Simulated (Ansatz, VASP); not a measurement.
One calculation of AlGaN2, two programs

The input INCAR:

```
ALGO = Normal
EDIFF = 1E-6
ENCUT = 520
ISIF = 2
ISMEAR = 0
LASPH = True
LCHARG = False
LREAL = False
LWAVE = False
NBANDS = 21
NELM = 80
PREC = Accurate
SIGMA = 0.05
```

The input KPOINTS:

```
k-points
0
Gamma
  8 8 6
```

Contents of POSCAR:

```
AlGaN2
1.0
    2.9595221457      0.0000000000      0.0000000000
    0.0000000000      2.9595221457      0.0000000000
    0.0000000000      0.0000000000      4.6035466767
Al Ga N
1 1 2
Direct
    0.5000000000      0.5000000000      0.5000000000
    0.0000000000      0.0000000000      0.0000000000
    0.5000000000      0.0000000000      0.7400513246
    0.0000000000      0.5000000000      0.2599486754
```

Input for Ansatz:

```yaml
crystal:
  lattice:
    - [2.9595221457, 0.0, 0.0]
    - [0.0, 2.9595221457, 0.0]
    - [0.0, 0.0, 4.6035466767]
  atoms:
    - { symbol: Al, position: [0.5, 0.5, 0.5] }
    - { symbol: Ga, position: [0.0, 0.0, 0.0] }
    - { symbol: "N", position: [0.5, 0.0, 0.7400513246] }
    - { symbol: "N", position: [0.0, 0.5, 0.2599486754] }
basis:
  ecutwfc: 420
kpoints:
  mp_grid: { grid: [8, 8, 6] }
hamiltonian:
  xc: lda
scf:
  occupations: { method: gaussian, width: 0.05 }
output:
  forces: true
  stress: true
  eigenvalues: true
  write_density: true
  write_potential: true
  elf: true
  volumetric_format: npy
```

Change from the starting cell: strain -0.050 along x and y, +0.050 along z, atoms carried along.

Alike in both runs: task single point; functional LDA; k mesh 8 × 8 × 6; occupations gaussian, width 0.05 eV; no spin polarisation.

|  | VASP | Ansatz |
| --- | --- | --- |
| version | VASP 6.6.1 | Ansatz 0.2.0 |
| potentials or method | VASP PAW LDA potentials, release 64 (Al, Ga_d, N), cutoff 520 eV | scalar-relativistic, plane waves, PAW |
| valence electrons in the cell | 26 | 26 |

VASP gave:

```
gap on the k mesh at the Fermi level (eV)                     : 2.91
least direct gap on the mesh (eV)                             : 3.25
pressure (GPa)                                                : 12.8
traceless stress, the component that is largest in VASP (GPa) : -11.08
rms of the force components (eV/Å)                            : 0.051
```

Problem. Which values does Ansatz return?

Solution. gap on the k mesh at the Fermi level (eV): 2.93; least direct gap on the mesh (eV): 3.24; pressure (GPa): 11.7; traceless stress, the component that is largest in VASP (GPa): -11.19; rms of the force components (eV/Å): 0.064.

LDA's correlation is that of Perdew and Zunger in VASP and of Perdew and Wang (1992) in Ansatz. Atom by atom the forces differ by 0.013 eV/Å (rms over components).
